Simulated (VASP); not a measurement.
# Ca3Lu (Pm-3m) in VASP: single point with PBE

Aim: the single point of Ca3Lu with PBE.

All numbers are computed with VASP 6.6.1; they aren't measurements. Logs are shortened: lines on timing, memory, paths and dates and some standing lists are left out, and cuts for length are marked.

## (1) The cell of the first run

The structure is cubic, space group Pm-3m (No. 221). Conventional cell: a = 5.362 Å, b = 5.362 Å, c = 5.362 Å, α = 90.00°, β = 90.00°, γ = 90.00°. Ca (site symmetry 4/mmm) has 8 Ca at 3.79 Å and 4 Lu at 3.79 Å within 5.0 Å. Within 5.0 Å of Lu (site symmetry m-3m) lie 12 Ca at 3.79 Å.

## (2) Single point, PBE, collinear spin, zero start

INCAR

```
SYSTEM = Ca3Lu
PREC = Accurate
ENCUT = 520
EDIFF = 1E-6
ISMEAR = -1
SIGMA = 0.1
LREAL = .False.
LASPH = .True.
NELM = 150
ALGO = Normal
ISIF = 2
LWAVE = .False.
LCHARG = .False.
ISPIN = 2
MAGMOM = 0 0 0 0
LORBIT = 11
GGA = PE
NBANDS = 40
```

KPOINTS

```
regular mesh
0
Gamma
  4 4 4
  0 0 0
```

POSCAR

```
Ca3Lu
1.0
    5.3617750000      0.0000000000      0.0000000000
    0.0000000000      5.3617750000      0.0000000000
    0.0000000000      0.0000000000      5.3617750000
Ca Lu
3 1
Direct
    0.5000000000      0.0000000000      0.0000000000
    0.0000000000      0.5000000000      0.0000000000
    0.0000000000      0.0000000000      0.5000000000
    0.5000000000      0.5000000000      0.5000000000
```

Potentials or basis: VASP PAW PBE potentials, release 64 (Ca_sv, Lu).

Started as:

```sh
$ cat potpaw_PBE.64/Ca_sv/POTCAR potpaw_PBE.64/Lu/POTCAR > POTCAR
$ mpirun -np 1 vasp_std > vasp.out
```

OUTCAR:

```text
SYSTEM = Ca3Lu
   PREC = Accurate
   ENCUT = 520
   EDIFF = 1E-6
   ISMEAR = -1
   LREAL = .False.
   LASPH = .True.
   NELM = 150
   ISIF = 2
   ISPIN = 2
   LORBIT = 11
   GGA = PE

 ion  position               nearest neighbor table
   1  0.500  0.000  0.000-
   2  0.000  0.500  0.000-
   3  0.000  0.000  0.500-
   4  0.500  0.500  0.500-

  LATTYP: Found a simple cubic cell.
 ALAT       =     5.3617750000

  Lattice vectors:

 A1 = (   5.3617750000,   0.0000000000,   0.0000000000)
 A2 = (   0.0000000000,   5.3617750000,   0.0000000000)
 A3 = (   0.0000000000,   0.0000000000,   5.3617750000)

Analysis of symmetry for initial positions (statically):
=====================================================================
 Subroutine PRICEL returns:
 Original cell was already a primitive cell.

 Routine SETGRP: Setting up the symmetry group for a
 simple cubic supercell.

 Subroutine GETGRP returns: Found 48 space group operations
 (whereof 48 operations were pure point group operations)
 out of a pool of 48 trial point group operations.

The static configuration has the point symmetry O_h .

Analysis of symmetry for dynamics (positions and initial velocities):
=====================================================================
 Subroutine PRICEL returns:
 Original cell was already a primitive cell.

 Routine SETGRP: Setting up the symmetry group for a
 simple cubic supercell.

 Subroutine GETGRP returns: Found 48 space group operations
 (whereof 48 operations were pure point group operations)
 out of a pool of 48 trial point group operations.

The dynamic configuration has the point symmetry O_h .

Analysis of structural, dynamic, and magnetic symmetry:
=====================================================================
 Subroutine PRICEL returns:
 Original cell was already a primitive cell.

 Routine SETGRP: Setting up the symmetry group for a
 simple cubic supercell.

 Subroutine GETGRP returns: Found 48 space group operations
 (whereof 48 operations were pure point group operations)
 out of a pool of 48 trial point group operations.

The overall configuration has the point symmetry O_h .

 Subroutine INISYM returns: Found 48 space group operations
 (whereof 48 operations are pure point group operations),
 and found     1 'primitive' translations

----------------------------------------------------------------------------------------
[... 111 lines left out ...]
   LEPSILON=     F    determine dielectric tensor
   LRPA    =     F    only Hartree local field effects (RPA)
 spin polarized calculation
  energy-cutoff  :      520.00
  volume of cell :      154.14
 maximum number of plane-waves:      4224
 NGX is ok and might be reduce to    40
   NGX = 19   NGY = 19   NGZ = 19

 number of electron      55.0000006 magnetization      -0.0000264

 number of electron      55.0000006 magnetization       0.0000159

 Free energy of the ion-electron system (eV)
  ---------------------------------------------------
  ext. energy  EPLUGINS =         0.00000000
  ---------------------------------------------------
  free energy    TOTEN  =        -9.83235902 eV

  energy without entropy =       -9.66053706  energy(sigma->0) =       -9.74644804

 E-fermi :   2.0742     XC(G=0):  -8.3750

 val. band max:        2.0416589348   @ k =   0.5000   0.5000   0.5000
 cond. band min:       2.1762146354   @ k =   0.2500   0.2500   0.0000
 fundamental gap:      0.1345557006
 Fermi energy:         2.0742040249

 spin component 1

 k-point     1 :       0.0000    0.0000    0.0000
  band No.  band energies     occupation
      1     -55.3569      1.00000
      2     -39.5856      1.00000
      3     -39.5648      1.00000
      4     -39.5648      1.00000
      5     -25.9604      1.00000
      6     -25.9604      1.00000
[... 409 lines left out ...]
     38       4.5417      0.00000
     39       4.5417      0.00000
 Fermi energy:         2.0742040249

 spin component 2

 k-point     1 :       0.0000    0.0000    0.0000
  band No.  band energies     occupation
      1     -55.3568      1.00000
      2     -39.5855      1.00000
      3     -39.5647      1.00000
      4     -39.5647      1.00000
      5     -25.9604      1.00000
      6     -25.9604      1.00000
[... 409 lines left out ...]
     38       4.5417      0.00000
     39       4.5417      0.00000
 [bands above 39 left out]

------------------------ aborting loop because EDIFF is reached ----------------------------------------

  FORCE on cell =-STRESS in cart. coord.  units (eV):
  Direction    XX          YY          ZZ          XY          YZ          ZX
  --------------------------------------------------------------------------------------
  -------------------------------------------------------------------------------------
  Total       -0.0468651     -0.0468651     -0.0468651      0.0000000     -0.0000000      0.0000000
  in kB       -0.4871186     -0.4871186     -0.4871186      0.0000000     -0.0000000      0.0000000
  external PRESSURE =      -0.4871186 kB  Pullay stress =       0.0000000 kB

 VOLUME and BASIS-vectors are now :
 -----------------------------------------------------------------------------
  energy-cutoff  :      520.00
  volume of cell :      154.14
      direct lattice vectors                 reciprocal lattice vectors
     5.361775000  0.000000000  0.000000000     0.186505402  0.000000000  0.000000000
     0.000000000  5.361775000  0.000000000     0.000000000  0.186505402  0.000000000
     0.000000000  0.000000000  5.361775000     0.000000000  0.000000000  0.186505402

 POSITION                                       TOTAL-FORCE (eV/Angst)
 -----------------------------------------------------------------------------------
      2.68089      0.00000      0.00000         0.000000      0.000000      0.000000
      0.00000      2.68089      0.00000         0.000000      0.000000      0.000000
      0.00000      0.00000      2.68089         0.000000      0.000000      0.000000
      2.68089      2.68089      2.68089         0.000000      0.000000      0.000000
 -----------------------------------------------------------------------------------
    total drift:                               -0.000000      0.000000     -0.000000

  FREE ENERGIE OF THE ION-ELECTRON SYSTEM (eV)
  ---------------------------------------------------
  free  energy   TOTEN  =        -9.8323590205 eV

  energy  without entropy=       -9.6605370633  energy(sigma->0) =       -9.74644804

 total charge

# of ion       s       p       d       f       tot
--------------------------------------------------
    1        2.086   5.835   0.180   0.000   8.101
    2        2.086   5.835   0.180   0.000   8.101
    3        2.086   5.835   0.180   0.000   8.101
    4        2.381   6.020   0.558  13.959  22.917
--------------------------------------------------
tot          8.637  23.526   1.097  13.959  47.219

 magnetization (x)

# of ion       s       p       d       f       tot
--------------------------------------------------
    1        0.000  -0.000   0.000   0.000   0.000
    2        0.000  -0.000   0.000   0.000   0.000
    3        0.000  -0.000   0.000   0.000   0.000
    4        0.000  -0.000  -0.000   0.000   0.000
--------------------------------------------------
tot          0.000  -0.000  -0.000   0.000   0.000
```

stdout:

```text
POSCAR found type information on POSCAR CaLu
 POSCAR found :  2 types and       4 ions
 scaLAPACK will be used
 LDA part: xc-table for (Slater+PW92), standard interpolation
 POSCAR, INCAR and KPOINTS ok, starting setup
 FFT: planning ... GRIDC
 FFT: planning ... GRID_SOFT
 FFT: planning ... GRID
 WAVECAR not read
 entering main loop
```

It took 2.7 min on 1 thread of Oxide Virtual Turin-like, shared host; peak memory 0.3 GiB.

What came out:

```
Free energy                                           : -9.8324 eV
Pressure                                              : 0.0 GPa
Net moment                                            : 0.00 μB per cell
Valence electrons inside the program's atomic spheres : Ca 8.10; Lu 22.92
```

Levels at points of the mesh, in eV from the Fermi level:
Spin up:
```
           k point  band 23  band 24  band 25  band 26  band 27  band 28  band 29  band 30  band 31  band 32
(0.00, 0.00, 0.00)    -6.04    -4.57    -0.86    -0.86    -0.76     0.20     0.20     0.20     1.09     1.09
(0.50, 0.00, 0.00)    -6.04    -3.36    -2.73    -0.27     0.17     0.36     0.36     0.72     0.72     0.76
(0.50, 0.50, 0.00)    -6.04    -2.38    -1.63    -1.54    -1.54     0.56     0.56     0.82     0.96     1.10
(0.50, 0.50, 0.50)    -6.04    -1.98    -1.23    -1.23    -1.23    -0.15    -0.15    -0.15    -0.03     1.74
```
Spin down:
```tsv
k point	band 23	band 24	band 25	band 26	band 27	band 28	band 29	band 30	band 31	band 32
(0.00, 0.00, 0.00)	-6.04	-4.57	-0.86	-0.86	-0.76	0.20	0.20	0.20	1.09	1.09
(0.50, 0.00, 0.00)	-6.04	-3.36	-2.73	-0.27	0.17	0.36	0.36	0.72	0.72	0.76
(0.50, 0.50, 0.00)	-6.04	-2.38	-1.63	-1.54	-1.54	0.56	0.56	0.82	0.96	1.10
(0.50, 0.50, 0.50)	-6.04	-1.98	-1.23	-1.23	-1.23	-0.15	-0.15	-0.15	-0.03	1.74
```

Caveat: spin-orbit coupling is left out, which moves the levels of the heavy elements.
